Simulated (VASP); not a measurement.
# Na (P-1) in VASP: single point with PBEsol

Aim: the single point of Na with PBEsol.

Everything below comes from runs of VASP 6.6.1. Logs are shortened: lines on timing, memory, paths and dates and some standing lists are left out, and cuts for length are marked.

## Step 1: The cell of the first run

The typed cell holds 2 atoms: a = 3.767 Å, b = 3.767 Å, c = 6.154 Å, α = 90.00°, β = 90.00°, γ = 120.00°.

## Step 2: Single point, PBEsol (atom 1 (Na) moved by (+0.300, -0.300) A along [1 1 0] and z)

INCAR reads:

```
PREC = Accurate
ENCUT = 520
EDIFF = 1E-6
ISMEAR = 0
SIGMA = 0.15
LREAL = False
LASPH = True
NELM = 80
ALGO = Fast
ISIF = 2
LWAVE = False
LCHARG = True
GGA = PS
LELF = True
LVHAR = True
NBANDS = 14
```

KPOINTS reads:

```
Automatic mesh
0
Gamma
  12 12 8
```

POSCAR reads:

```
Na
1.0
    3.7670009976      0.0000000000      0.0000000000
   -1.8835004988      3.2623185600      0.0000000000
    0.0000000000      0.0000000000      6.1540000000
Na
2
Direct
    0.4221590389      0.7316915962      0.2012512187
    0.6666666667      0.3333333333      0.7500000000
```

Potentials or basis: VASP PAW PBE potentials, release 64 (Na_pv).

On the command line:

```
cat potpaw_PBE.64/Na_pv/POTCAR > POTCAR
mpirun -np 1 vasp_std > vasp.out
```

OUTCAR:

```text
PREC = Accurate
   ENCUT = 520
   EDIFF = 1E-6
   ISMEAR = 0
   LREAL = False
   LASPH = True
   NELM = 80
   ISIF = 2
   GGA = PS

 ion  position               nearest neighbor table
   1  0.422  0.732  0.201-
   2  0.667  0.333  0.750-

  LATTYP: Found a hexagonal cell.
 ALAT       =     3.7670009976
 C/A-ratio  =     1.6336603054

  Lattice vectors:

 A1 = (   3.7670009976,   0.0000000000,   0.0000000000)
 A2 = (  -1.8835004988,   3.2623185600,   0.0000000000)
 A3 = (   0.0000000000,   0.0000000000,   6.1540000000)

Analysis of symmetry for initial positions (statically):
=====================================================================
 Subroutine PRICEL returns:
 Original cell was already a primitive cell.

 Routine SETGRP: Setting up the symmetry group for a
 hexagonal supercell.

 Subroutine GETGRP returns: Found  2 space group operations
 (whereof  1 operations were pure point group operations)
 out of a pool of 24 trial point group operations.

The static configuration has the point symmetry C_1 .
 The point group associated with its full space group is S_2 .

Analysis of symmetry for dynamics (positions and initial velocities):
=====================================================================
 Subroutine PRICEL returns:
 Original cell was already a primitive cell.

 Routine SETGRP: Setting up the symmetry group for a
 hexagonal supercell.

 Subroutine GETGRP returns: Found  2 space group operations
 (whereof  1 operations were pure point group operations)
 out of a pool of 24 trial point group operations.

The dynamic configuration has the point symmetry C_1 .
 The point group associated with its full space group is S_2 .

 Subroutine INISYM returns: Found  2 space group operations
 (whereof  1 operations are pure point group operations),
 and found     1 'primitive' translations

----------------------------------------------------------------------------------------

                                     Primitive cell

  volume of cell :      75.6275

  direct lattice vectors                    reciprocal lattice vectors
     3.767000998  0.000000000  0.000000000     0.265463163  0.153265229  0.000000000
    -1.883500499  3.262318560  0.000000000     0.000000000  0.306530457  0.000000000
     0.000000000  0.000000000  6.154000000     0.000000000  0.000000000  0.162495938

  length of vectors
     3.767000998  3.767000998  6.154000000     0.306530457  0.306530457  0.162495938

  position of ions in fractional coordinates (direct lattice)
     0.422159039  0.731691596  0.201251219
     0.666666667  0.333333333  0.750000000

  ion indices of the primitive-cell ions
   primitive index   ion index
                 1           1
                 2           2

----------------------------------------------------------------------------------------

 KPOINTS: Automatic mesh

Automatic generation of k-mesh.
 Grid dimensions read from file:
 generate k-points for:   12   12    8

 Generating k-lattice:

  Cartesian coordinates                     Fractional coordinates (reciprocal lattice)
     0.022121930  0.012772102  0.000000000     0.083333333 -0.000000000  0.000000000
     0.000000000  0.025544205  0.000000000     0.000000000  0.083333333  0.000000000
     0.000000000  0.000000000  0.020311992     0.000000000  0.000000000  0.125000000

  Length of vectors
     0.025544205  0.025544205  0.020311992

  Shift w.r.t. Gamma in fractional coordinates (k-lattice)
     0.000000000  0.000000000  0.000000000

 Subroutine IBZKPT returns following result:
 ===========================================

 Found    580 irreducible k-points:

 Following reciprocal coordinates:
            Coordinates               Weight
  0.000000  0.000000  0.000000      1.000000
  0.083333  0.000000  0.000000      2.000000
  0.000000  0.083333  0.000000      2.000000
 -0.083333  0.083333  0.000000      2.000000
  0.166667  0.000000  0.000000      2.000000
  0.000000  0.166667  0.000000      2.000000
[... 16 lines left out ...]
  0.166667  0.083333  0.000000      2.000000
 -0.083333  0.250000  0.000000      2.000000
 [... further k-points ...]
   k-points           NKPTS =    580   k-points in BZ     NKDIM =    580   number of bands    NBANDS=     14
   number of dos      NEDOS =    301   number of ions     NIONS =      2
   total plane-waves  NPLWV =  37632
   dimension x,y,z NGX =    28 NGY =   28 NGZ =   48
   dimension x,y,z NGXF=    56 NGYF=   56 NGZF=   96
   ions per type =               2
   NGX,Y,Z   is equivalent  to a cutoff of  12.36, 12.36, 12.97 a.u.
   NGXF,Y,Z  is equivalent  to a cutoff of  24.71, 24.71, 25.93 a.u.
 SYSTEM =  unknown system
   PREC   = accura    normal or accurate (medium, high low for compatibility)
   ISTART =      0    job   : 0-new  1-cont  2-samecut
   ICHARG =      2    charge: 1-file 2-atom 10-const
   ISPIN  =      1    spin polarized calculation?
   LNONCOLLINEAR =      F non collinear calculations
   LSORBIT =      F    spin-orbit coupling
   LASPH  =      T    aspherical Exc in radial PAW
   ENCUT  =  520.0 eV  38.22 Ry    6.18 a.u.   7.00  7.00 11.44*2*pi/ulx,y,z
   NELM   =     80;   NELMIN=  2; NELMDL= -5     # of ELM steps
   EDIFF  = 0.1E-05   stopping-criterion for ELM
   LREAL  =      F    real-space projection
   EDIFFG = 0.1E-04   stopping-criterion for IOM
   NSW    =      0    number of steps for IOM
   IBRION =     -1    ionic relax: 0-MD 1-quasi-New 2-CG
   NFREE  =      0    steps in history (QN), initial steepest desc. (CG)
   ISIF   =      2    stress and relaxation
   ISYM   =      2    0-nonsym 1-usesym 2-fastsym
   POTIM  = 0.5000    time-step for ionic-motion
   TEBEG  =    0.0;   TEEND  =   0.0 temperature during run
   PSTRESS=    0.0 pullay stress
   NELECT =      14.0000    total number of electrons
   NUPDOWN=      -1.0000    fix difference up-down
   EMIN   =  10.00;   EMAX   =-10.00  energy-range for DOS
   EFERMI =   0.00;   METHOD = LEGACY
   ISMEAR =     0;   SIGMA  =   0.15  broadening in eV -4-tet -1-fermi 0-gaus
   EFERMI_NEDOS =   21; number of points for ismear=-14 and -15
   IALGO  =     68    algorithm
   IMIX   =      4    mixing-type and parameters
     AMIX     =   0.40;   BMIX     =  1.00
     AMIX_MAG =   1.60;   BMIX_MAG =  1.00
  volume/ion in A,a.u.               =      37.81       255.18
  Fermi-wavevector in a.u.,A,eV,Ry     =   0.933020  1.763152 11.844231  0.870526
  Thomas-Fermi vector in A             =   2.059678
   LORBIT       =      0    0 simple, 1 ext, 2 COOP (PROOUT), +10 PAW based schemes
   GGA     = PS    functional components
   LHFCALC =     F    Hartree Fock is set to
   AEXX    =    0.0000 exact exchange contribution
   IVDW    =     0    specifies the selected vdW correction
   LEPSILON=     F    determine dielectric tensor
   LRPA    =     F    only Hartree local field effects (RPA)
 non-spin polarized calculation
 RMM-DIIS sequential band-by-band and
 Gauss-broadening in eV      SIGMA  =   0.15
  energy-cutoff  :      520.00
  volume of cell :       75.63
 maximum number of plane-waves:      2059
   NGX = 13   NGY = 13   NGZ = 23

 number of electron      14.0000005 magnetization

 Free energy of the ion-electron system (eV)
  ---------------------------------------------------
  ext. energy  EPLUGINS =         0.00000000
  ---------------------------------------------------
  free energy    TOTEN  =        -2.76909029 eV

  energy without entropy =       -2.75904981  energy(sigma->0) =       -2.76407005

 E-fermi :   0.2446     XC(G=0):  -6.4397

 val. band max:        0.1984969854   @ k =   0.5000   0.2500   0.3750
 cond. band min:       0.2597939136   @ k =  -0.0833   0.4167   0.5000
 fundamental gap:      0.0612969282
 Fermi energy:         0.2445683642

 k-point     1 :       0.0000    0.0000    0.0000
  band No.  band energies     occupation
      1     -24.5976      2.00000
      2     -24.5668      2.00000
      3     -24.5585      2.00000
      4     -24.5570      2.00000
      5     -24.5567      2.00000
      6     -24.5561      2.00000
      7      -2.9964      2.00000
      8       0.8195      0.00000
      9       1.1890      0.00000
     10      10.0309      0.00000
     11      10.1876      0.00000
     12      10.2484      0.00000
     13      10.5247      0.00000
     14      10.7384      0.00000

 k-point     2 :       0.0833    0.0000    0.0000
  band No.  band energies     occupation
      1     -24.5971      2.00000
      2     -24.5673      2.00000
      3     -24.5608      2.00000
      4     -24.5576      2.00000
      5     -24.5572      2.00000
      6     -24.5565      2.00000
      7      -2.8950      2.00000
      8       0.9100      0.00000
      9       1.2878      0.00000
     10       8.4094      0.00000
     11       9.3355      0.00000
     12       9.7641      0.00000
     13      11.3430      0.00000
     14      11.4597      0.00000

 k-point     3 :       0.0000    0.0833    0.0000
  band No.  band energies     occupation
      1     -24.5969      2.00000
      2     -24.5685      2.00000
      3     -24.5596      2.00000
      4     -24.5585      2.00000
      5     -24.5567      2.00000
      6     -24.5564      2.00000
      7      -2.8949      2.00000
      8       0.9099      0.00000
      9       1.2872      0.00000
     10       8.4554      0.00000
     11       9.3407      0.00000
     12       9.7488      0.00000
     13      11.2615      0.00000
     14      11.4893      0.00000

 k-point     4 :      -0.0833    0.0833    0.0000
  band No.  band energies     occupation
      1     -24.5969      2.00000
      2     -24.5683      2.00000
      3     -24.5599      2.00000
      4     -24.5583      2.00000
      5     -24.5568      2.00000
      6     -24.5565      2.00000
      7      -2.8949      2.00000
      8       0.9099      0.00000
      9       1.2873      0.00000
     10       8.4446      0.00000
     11       9.3454      0.00000
     12       9.7448      0.00000
     13      11.2639      0.00000
     14      11.5123      0.00000

 k-point     5 :       0.1667    0.0000    0.0000
  band No.  band energies     occupation
      1     -24.5955      2.00000
      2     -24.5687      2.00000
      3     -24.5660      2.00000
      4     -24.5615      2.00000
      5     -24.5581      2.00000
      6     -24.5568      2.00000
      7      -2.5919      2.00000
      8       1.1816      0.00000
      9       1.5809      0.00000
     10       6.5543      0.00000
     11       8.5960      0.00000
[... 276 lines left out ...]
 k-point    22 :      -0.1667    0.0833    0.0000
  band No.  band energies     occupation
      1     -24.5959      2.00000
      2     -24.5693      2.00000
      3     -24.5633      2.00000
      4     -24.5606      2.00000
      5     -24.5576      2.00000
      6     -24.5568      2.00000
      7      -2.6927      2.00000
      8       1.0910      0.00000
      9       1.4834      0.00000
     10       7.4236      0.00000
     11       7.6984      0.00000
     12      10.4504      0.00000
     13      10.8350      0.00000
     14      10.9145      0.00000

 k-point    23 :       0.1667    0.0833    0.0000
  band No.  band energies     occupation
      1     -24.5940      2.00000
      2     -24.5723      2.00000
      3     -24.5691      2.00000
      4     -24.5635      2.00000
      5     -24.5592      2.00000
      6     -24.5574      2.00000
      7      -2.2907      2.00000
      8       1.4535      0.00000
      9       1.8661      0.00000
     10       5.7252      0.00000
     11       6.8851      0.00000
     12       9.1695      0.00000
     13       9.4273      0.00000
     14      10.2500      0.00000

 k-point    24 :      -0.0833    0.2500    0.0000
  band No.  band energies     occupation
      1     -24.5927      2.00000
      2     -24.5772      2.00000
      3     -24.5676      2.00000
      4     -24.5617      2.00000
      5     -24.5585      2.00000
      6     -24.5579      2.00000
      7      -2.2906      2.00000
      8       1.4527      0.00000
      9       1.8586      0.00000
     10       5.7576      0.00000
     11       6.9658      0.00000
     12       9.1294      0.00000
     13       9.3918      0.00000
     14      10.2918      0.00000

 [... further k-points ...]
[... 5 lines left out ...]
  --------------------------------------------------------------------------------------
  -------------------------------------------------------------------------------------
  Total       -0.1420920      0.0194242     -0.0066981     -0.0899776     -0.0392647     -0.0242209
  in kB       -3.0102361      0.4115048     -0.1419001     -1.9061863     -0.8318280     -0.5131218
  external PRESSURE =      -0.9135438 kB  Pullay stress =       0.0000000 kB

 VOLUME and BASIS-vectors are now :
 -----------------------------------------------------------------------------
  energy-cutoff  :      520.00
  volume of cell :       75.63
      direct lattice vectors                 reciprocal lattice vectors
     3.767000998  0.000000000  0.000000000     0.265463163  0.153265229  0.000000000
    -1.883500499  3.262318560  0.000000000     0.000000000  0.306530457  0.000000000
     0.000000000  0.000000000  6.154000000     0.000000000  0.000000000  0.162495938

 POSITION                                       TOTAL-FORCE (eV/Angst)
 -----------------------------------------------------------------------------------
      0.21213      2.38701      1.23850        -0.018914     -0.029780      0.210570
      1.88350      1.08744      4.61550         0.018914      0.029780     -0.210570
 -----------------------------------------------------------------------------------
    total drift:                               -0.000057     -0.000004     -0.000048

  FREE ENERGIE OF THE ION-ELECTRON SYSTEM (eV)
  ---------------------------------------------------
  free  energy   TOTEN  =        -2.7690902879 eV

  energy  without entropy=       -2.7590498055  energy(sigma->0) =       -2.76407005
```

Run time: 7.5 min. Hardware: 1 thread of Intel Xeon Platinum 8259CL at 2.50GHz (Skylake/Cascade Lake), shared host; peak memory 0.53 GiB.

What came out:

* Free energy: -2.7691 eV
* Pressure: -0.1 GPa
* Largest force: 0.214 eV/Å
* Band gap on the k mesh: zero (bands 7 and 8 overlap by 4.03 eV)

Forces in eV/Å, atoms in the order of the input:
```
Na  -0.019 -0.030  0.211
Na   0.019  0.030 -0.211
```

Stress tensor (GPa, compression positive):
```
-0.30 -0.19 -0.05
-0.19  0.04 -0.08
-0.05 -0.08 -0.01
```

Levels at points of the mesh, in eV from the Fermi level:
```csv
k point,band 4,band 5,band 6,band 7,band 8,band 9,band 10,band 11
"(0.00, 0.00, 0.00)",-24.80,-24.80,-24.80,-3.24,0.57,0.94,9.79,9.94
"(0.50, 0.00, 0.00)",-24.82,-24.81,-24.80,0.21,0.39,3.85,3.86,4.17
"(0.00, 0.50, 0.00)",-24.81,-24.81,-24.80,0.25,0.32,3.84,3.86,4.40
"(0.50, 0.50, 0.00)",-24.81,-24.81,-24.80,0.23,0.34,3.85,3.86,4.33
"(0.00, 0.00, 0.50)",-24.80,-24.80,-24.80,-2.40,-2.02,5.44,5.48,10.34
"(0.50, 0.00, 0.50)",-24.81,-24.81,-24.81,0.92,1.11,1.50,1.61,7.38
"(0.00, 0.50, 0.50)",-24.81,-24.81,-24.81,0.94,1.01,1.59,1.62,7.38
"(0.50, 0.50, 0.50)",-24.81,-24.81,-24.81,0.93,1.04,1.57,1.62,7.38
```

Caveat: the cell differs from its parent crystal (atom 1 (Na) moved by (+0.300, -0.300) A along [1 1 0] and z); the PAW data sets were made with another functional, which shifts forces and pressure a little.

The gap in the log of VASP goes by the Fermi energy; the results here count the filled bands.